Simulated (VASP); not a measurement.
# AgCl (I4mm) in VASP: further runs, part 2 of 2

VASP 6.6.1.

## Step 3: Single point, r2SCAN

File POSCAR:

```
AgCl
1.0
    0.0000000000      2.7731500000      2.7731500000
    2.7731500000      0.0000000000      2.7731500000
    2.7731500000      2.7731500000      0.0000000000
Ag Cl
1 1
Direct
    0.4932387357      0.4932387357      0.5067612643
    0.0000000000      0.0000000000      0.0000000000
```

File INCAR.step1:

```
ALGO     = Normal         # electronic algorithm
EDIFF    = 1E-4           # SCF threshold, eV
ENCUT    = 520            # plane-wave cutoff, eV
GGA      = PE             # functional
ISMEAR   = 0              # smearing method
LASPH    = True           # aspherical terms in the spheres
LCHARG   = False          # write CHGCAR
LREAL    = False          # projectors in reciprocal space
LWAVE    = True           # write WAVECAR
NBANDS   = 16             # bands
NELM     = 100            # most SCF steps
PREC     = Accurate       # precision mode
SIGMA    = 0.05           # smearing width, eV
```

File INCAR.step2:

```
ALGO     = Normal         # electronic algorithm
EDIFF    = 1E-6           # SCF threshold, eV
ENCUT    = 520            # plane-wave cutoff, eV
ISIF     = 2              # what is computed and relaxed
ISMEAR   = 0              # smearing method
ISTART   = 1            
LASPH    = True           # aspherical terms in the spheres
LCHARG   = True           # write CHGCAR
LELF     = True           # ELF
LMIXTAU  = True         
LREAL    = False          # projectors in reciprocal space
LVHAR    = True         
LWAVE    = False          # write WAVECAR
METAGGA  = R2SCAN         # meta-GGA
NBANDS   = 16             # bands
NELM     = 100            # most SCF steps
PREC     = Accurate       # precision mode
SIGMA    = 0.05           # smearing width, eV
```

File KPOINTS:

```
k-points
0
Gamma
  8 8 8
```

Potentials or basis: VASP PAW PBE potentials, release 64 (Ag, Cl).

Started as:

```console
> cat potpaw_PBE.64/Ag/POTCAR potpaw_PBE.64/Cl/POTCAR > POTCAR
> cp INCAR.step1 INCAR
> mpirun -np 1 vasp_std > vasp.out
> cp INCAR.step2 INCAR
> mpirun -np 1 vasp_std > vasp.out
```

OUTCAR:

```text
EDIFF = 1E-6
   ENCUT = 520
   ISIF = 2
   ISMEAR = 0
   ISTART = 1
   LASPH = True
   LREAL = False
   METAGGA = R2SCAN
   NELM = 100
   PREC = Accurate

 ion  position               nearest neighbor table
   1  0.493  0.493  0.507-   2 2.74   2 2.77   2 2.77   2 2.77   2 2.77   2 2.81
   2  0.000  0.000  0.000-   1 2.74   1 2.77   1 2.77   1 2.77   1 2.77   1 2.81

  LATTYP: Found a face centered cubic cell.
 ALAT       =     5.5463000000

  Lattice vectors:

 A1 = (   0.0000000000,   2.7731500000,   2.7731500000)
 A2 = (   2.7731500000,   0.0000000000,   2.7731500000)
 A3 = (   2.7731500000,   2.7731500000,   0.0000000000)

Analysis of symmetry for initial positions (statically):
=====================================================================
 Subroutine PRICEL returns:
 Original cell was already a primitive cell.

 Routine SETGRP: Setting up the symmetry group for a
 face centered cubic supercell.

 Subroutine GETGRP returns: Found  8 space group operations
 (whereof  8 operations were pure point group operations)
 out of a pool of 48 trial point group operations.
[... 157 lines left out ...]
  ---------------------------------------------------
  ext. energy  EPLUGINS =         0.00000000
  ---------------------------------------------------
  free energy    TOTEN  =       -28.64232714 eV

  energy without entropy =      -28.64232714  energy(sigma->0) =      -28.64232714

 E-fermi :   3.7720     XC(G=0): -10.5078

 val. band max:        3.5355677931   @ k =   0.5000   0.0000   0.0000
 cond. band min:       4.9597738263   @ k =   0.0000   0.0000   0.0000
 fundamental gap:      1.4242060332
 Fermi energy:         3.7719551372

 k-point     1 :       0.0000    0.0000    0.0000
  band No.  band energies     occupation
      1     -12.2774      2.00000
      2       0.9731      2.00000
      3       1.0165      2.00000
      4       1.0165      2.00000
      5       1.1047      2.00000
      6       1.1556      2.00000
[... 433 lines left out ...]
      3      -0.5995      2.00000
      4      -0.3686      2.00000
      5       1.2359      2.00000
      6       1.5139      2.00000
[... 8 lines left out ...]
     15      18.5158      0.00000
     16      19.5143      0.00000

 [... further k-points ...]
[... 5 lines left out ...]
  --------------------------------------------------------------------------------------
  -------------------------------------------------------------------------------------
  Total       -0.0291296     -0.0291296     -0.0104226      0.0000000      0.0000000      0.0000000
  in kB       -1.0941939     -1.0941939     -0.3915041      0.0000000      0.0000000      0.0000000
  external PRESSURE =      -0.8599640 kB  Pullay stress =       0.0000000 kB

 VOLUME and BASIS-vectors are now :
 -----------------------------------------------------------------------------
  energy-cutoff  :      520.00
  volume of cell :       42.65
      direct lattice vectors                 reciprocal lattice vectors
     0.000000000  2.773150000  2.773150000    -0.180300380  0.180300380  0.180300380
     2.773150000  0.000000000  2.773150000     0.180300380 -0.180300380  0.180300380
     2.773150000  2.773150000  0.000000000     0.180300380  0.180300380 -0.180300380

 POSITION                                       TOTAL-FORCE (eV/Angst)
 -----------------------------------------------------------------------------------
      2.77315      2.77315      2.73565         0.000000      0.000000      0.048553
      0.00000      0.00000      0.00000         0.000000      0.000000     -0.048553
 -----------------------------------------------------------------------------------
    total drift:                               -0.000001     -0.000001     -0.000528

  FREE ENERGIE OF THE ION-ELECTRON SYSTEM (eV)
  ---------------------------------------------------
  free  energy   TOTEN  =       -28.6423271446 eV

  energy  without entropy=      -28.6423271446  energy(sigma->0) =      -28.64232714
```

OSZICAR.step1:

```text
N       E                     dE             d eps       ncg     rms          rms(c)
DAV:   1     0.912116808730E+02    0.91212E+02   -0.85765E+03  1888   0.102E+03
DAV:   2    -0.266112098874E+01   -0.93873E+02   -0.85961E+02  2376   0.216E+02
DAV:   3    -0.556246289042E+01   -0.29013E+01   -0.28934E+01  2328   0.391E+01
DAV:   4    -0.557687828174E+01   -0.14415E-01   -0.14414E-01  2472   0.314E+00
DAV:   5    -0.557703554231E+01   -0.15726E-03   -0.15726E-03  2280   0.326E-01    0.617E+00
DAV:   6    -0.539814301752E+01    0.17889E+00   -0.24602E-01  2440   0.643E+00    0.399E+00
DAV:   7    -0.539416748139E+01    0.39755E-02   -0.95746E-02  2288   0.206E+00    0.198E+00
DAV:   8    -0.539348771981E+01    0.67976E-03   -0.46265E-03  2232   0.701E-01    0.307E-01
DAV:   9    -0.539356489177E+01   -0.77172E-04   -0.49305E-04  2264   0.276E-01
   1 F= -.53935649E+01 E0= -.53935649E+01  d E =-.225882E-14
```

Wall time 72 s (1 thread of AMD EPYC 9R45 (Zen 5), shared host); peak memory 0.17 GiB.

What came out:

- Free energy: -28.6423 eV
- Pressure: -0.1 GPa
- Largest force: 0.049 eV/Å
- Band gap on the k mesh: 1.42 eV (least direct gap 3.69 eV)

Forces on the atoms (eV/Å):
```
Ag   0.000  0.000  0.049
Cl   0.000  0.000 -0.049
```

Levels at points of the mesh, in eV from the valence-band top:
| k point | band 7 | band 8 | band 9 | band 10 | band 11 | band 12 |
| --- | --- | --- | --- | --- | --- | --- |
| (0.00, 0.00, 0.00) | -2.36 | -2.36 | -2.26 | 1.42 | 11.33 | 11.33 |
| (0.50, 0.00, 0.00) | -1.75 | 0.00 | 0.00 | 4.71 | 7.16 | 8.27 |
| (0.50, 0.50, 0.00) | -1.95 | -1.95 | -1.84 | 2.93 | 8.35 | 9.25 |
| (0.00, 0.50, 0.50) | -1.95 | -1.95 | -1.84 | 2.93 | 8.34 | 9.24 |

Caveat: the cell differs from its parent crystal (all Ag atoms moved +0.037 Å, as atom 1 towards its neighbour atom 2 (Cl) at 2.773 Å); the PAW data sets were made with another functional, which shifts forces and pressure a little. A k mesh can miss the band edges.

## Step 4: Single point, r2SCAN

Edit POSCAR of step 3 so:

```diff
@@ -8,3 +8,3 @@
 Direct
-    0.4932387357      0.4932387357      0.5067612643
+    0.4977462452      0.4977462452      0.5022537548
     0.0000000000      0.0000000000      0.0000000000
```

File INCAR.step1:

```
PREC     = Accurate       # precision mode
ENCUT    = 520            # plane-wave cutoff, eV
ISMEAR   = 0              # smearing method
SIGMA    = 0.05           # smearing width, eV
LREAL    = False          # projectors in reciprocal space
LASPH    = True           # aspherical terms in the spheres
NELM     = 100            # most SCF steps
NBANDS   = 16             # bands
GGA      = PE             # functional
ALGO     = Normal         # electronic algorithm
EDIFF    = 1E-4           # SCF threshold, eV
LWAVE    = True           # write WAVECAR
LCHARG   = False          # write CHGCAR
```

File INCAR.step2:

```
PREC     = Accurate       # precision mode
ENCUT    = 520            # plane-wave cutoff, eV
EDIFF    = 1E-6           # SCF threshold, eV
ISMEAR   = 0              # smearing method
SIGMA    = 0.05           # smearing width, eV
LREAL    = False          # projectors in reciprocal space
LASPH    = True           # aspherical terms in the spheres
NELM     = 100            # most SCF steps
ALGO     = Normal         # electronic algorithm
ISIF     = 2              # what is computed and relaxed
LWAVE    = False          # write WAVECAR
LCHARG   = True           # write CHGCAR
METAGGA  = R2SCAN         # meta-GGA
LMIXTAU  = True         
LELF     = True           # ELF
LVHAR    = True         
NBANDS   = 16             # bands
ISTART   = 1
```

File KPOINTS:

```
Automatic mesh
0
Gamma
  8 8 8
```

Potentials or basis: VASP PAW PBE potentials, release 64 (Ag, Cl).

Started as:

```console
> cat potpaw_PBE.64/Ag/POTCAR potpaw_PBE.64/Cl/POTCAR > POTCAR
> cp INCAR.step1 INCAR
> mpirun -np 1 vasp_std > vasp.out
> cp INCAR.step2 INCAR
> mpirun -np 1 vasp_std > vasp.out
```

OUTCAR:

```text
PREC = Accurate
   ENCUT = 520
   EDIFF = 1E-6
   ISMEAR = 0
   LREAL = False
   LASPH = True
   NELM = 100
   ISIF = 2
   METAGGA = R2SCAN
   ISTART = 1

 ion  position               nearest neighbor table
   1  0.498  0.498  0.502-   2 2.76   2 2.77   2 2.77   2 2.77   2 2.77   2 2.79
   2  0.000  0.000  0.000-   1 2.76   1 2.77   1 2.77   1 2.77   1 2.77   1 2.79

  LATTYP: Found a face centered cubic cell.
 ALAT       =     5.5463000000

  Lattice vectors:

 A1 = (   0.0000000000,   2.7731500000,   2.7731500000)
 A2 = (   2.7731500000,   0.0000000000,   2.7731500000)
 A3 = (   2.7731500000,   2.7731500000,   0.0000000000)

Analysis of symmetry for initial positions (statically):
=====================================================================
 Subroutine PRICEL returns:
 Original cell was already a primitive cell.

 Routine SETGRP: Setting up the symmetry group for a
 face centered cubic supercell.

 Subroutine GETGRP returns: Found  8 space group operations
 (whereof  8 operations were pure point group operations)
 out of a pool of 48 trial point group operations.

[... 157 lines left out ...]
  ext. energy  EPLUGINS =         0.00000000
  ---------------------------------------------------
  free energy    TOTEN  =       -28.64312080 eV

  energy without entropy =      -28.64312080  energy(sigma->0) =      -28.64312080

 E-fermi :   3.7714     XC(G=0): -10.5080

 val. band max:        3.5366083763   @ k =   0.5000   0.0000   0.0000
 cond. band min:       4.9594363551   @ k =   0.0000   0.0000   0.0000
 fundamental gap:      1.4228279788
 Fermi energy:         3.7713968755

 k-point     1 :       0.0000    0.0000    0.0000
  band No.  band energies     occupation
      1     -12.2766      2.00000
      2       1.0653      2.00000
      3       1.0704      2.00000
      4       1.0704      2.00000
      5       1.1047      2.00000
      6       1.1263      2.00000
[... 433 lines left out ...]
      3      -0.5990      2.00000
      4      -0.3689      2.00000
      5       1.2362      2.00000
      6       1.5145      2.00000
[... 8 lines left out ...]
     15      18.5148      0.00000
     16      19.5133      0.00000

 [... further k-points ...]
[... 5 lines left out ...]
  --------------------------------------------------------------------------------------
  -------------------------------------------------------------------------------------
  Total       -0.0293691     -0.0293691     -0.0273571      0.0000000      0.0000000      0.0000000
  in kB       -1.1031912     -1.1031912     -1.0276137      0.0000000      0.0000000      0.0000000
  external PRESSURE =      -1.0779987 kB  Pullay stress =       0.0000000 kB

 VOLUME and BASIS-vectors are now :
 -----------------------------------------------------------------------------
  energy-cutoff  :      520.00
  volume of cell :       42.65
      direct lattice vectors                 reciprocal lattice vectors
     0.000000000  2.773150000  2.773150000    -0.180300380  0.180300380  0.180300380
     2.773150000  0.000000000  2.773150000     0.180300380 -0.180300380  0.180300380
     2.773150000  2.773150000  0.000000000     0.180300380  0.180300380 -0.180300380

 POSITION                                       TOTAL-FORCE (eV/Angst)
 -----------------------------------------------------------------------------------
      2.77315      2.77315      2.76065         0.000000      0.000000      0.016082
      0.00000      0.00000      0.00000         0.000000      0.000000     -0.016082
 -----------------------------------------------------------------------------------
    total drift:                               -0.000001     -0.000001     -0.000762

  FREE ENERGIE OF THE ION-ELECTRON SYSTEM (eV)
  ---------------------------------------------------
  free  energy   TOTEN  =       -28.6431207967 eV

  energy  without entropy=      -28.6431207967  energy(sigma->0) =      -28.64312080
```

OUTCAR.step1:

```text
PREC = Accurate
   ENCUT = 520
   ISMEAR = 0
   LREAL = False
   LASPH = True
[... 678 lines left out ...]
      2.77315      2.77315      2.76065         0.000000      0.000000      0.014107
      0.00000      0.00000      0.00000         0.000000      0.000000     -0.014107
 -----------------------------------------------------------------------------------
    total drift:                                0.000000      0.000000      0.000387

  FREE ENERGIE OF THE ION-ELECTRON SYSTEM (eV)
  ---------------------------------------------------
  free  energy   TOTEN  =        -5.3942703802 eV

  energy  without entropy=       -5.3942703802  energy(sigma->0) =       -5.39427038
```

OSZICAR.step1:

```text
N       E                     dE             d eps       ncg     rms          rms(c)
DAV:   1     0.911964828885E+02    0.91196E+02   -0.85750E+03  1888   0.102E+03
DAV:   2    -0.265918862284E+01   -0.93856E+02   -0.85986E+02  2384   0.216E+02
DAV:   3    -0.556299462823E+01   -0.29038E+01   -0.28960E+01  2296   0.390E+01
DAV:   4    -0.557748765278E+01   -0.14493E-01   -0.14491E-01  2520   0.315E+00
DAV:   5    -0.557764583579E+01   -0.15818E-03   -0.15818E-03  2280   0.327E-01    0.616E+00
DAV:   6    -0.539884019152E+01    0.17881E+00   -0.24587E-01  2408   0.642E+00    0.399E+00
DAV:   7    -0.539486950792E+01    0.39707E-02   -0.95542E-02  2352   0.205E+00    0.197E+00
DAV:   8    -0.539419262254E+01    0.67689E-03   -0.46167E-03  2192   0.699E-01    0.308E-01
DAV:   9    -0.539427038016E+01   -0.77758E-04   -0.49080E-04  2312   0.276E-01
   1 F= -.53942704E+01 E0= -.53942704E+01  d E =-.340659E-14
```

It took 73 s on 1 thread of AMD EPYC 9R45 (Zen 5), shared host; peak memory 0.17 GiB.

What came out:

* Free energy: -28.6431 eV
* Pressure: -0.1 GPa
* Largest force: 0.016 eV/Å
* Band gap on the k mesh: 1.42 eV (least direct gap 3.70 eV)

Forces in eV/Å, atoms in the order of the input:
```
Ag   0.000  0.000  0.016
Cl   0.000  0.000 -0.016
```

Caveat: the PAW data sets were made with another functional, which shifts forces and pressure a little.

## Step 5: The runs side by side

| cell | gap on the mesh (eV) | pressure (GPa) | largest force (eV/Å) |
| --- | --- | --- | --- |
| as given, atomic positions A | 1.43 | 0.0 | 0.08 |
| as given, atomic positions B | 1.42 | -0.1 | 0.05 |
| as given, atomic positions C | 1.42 | -0.1 | 0.02 |

Alike in all rows: task single point; level r2SCAN; potentials or basis VASP PAW PBE potentials, release 64 (Ag, Cl); no spin polarisation; k mesh 8 × 8 × 8; cutoff (eV) 520; smearing gaussian 0.05 eV.

Caveats: the PAW data sets were made with another functional, which shifts forces and pressure a little.

Total energies depend on the potentials used, so only differences within one code and one set of settings carry meaning.
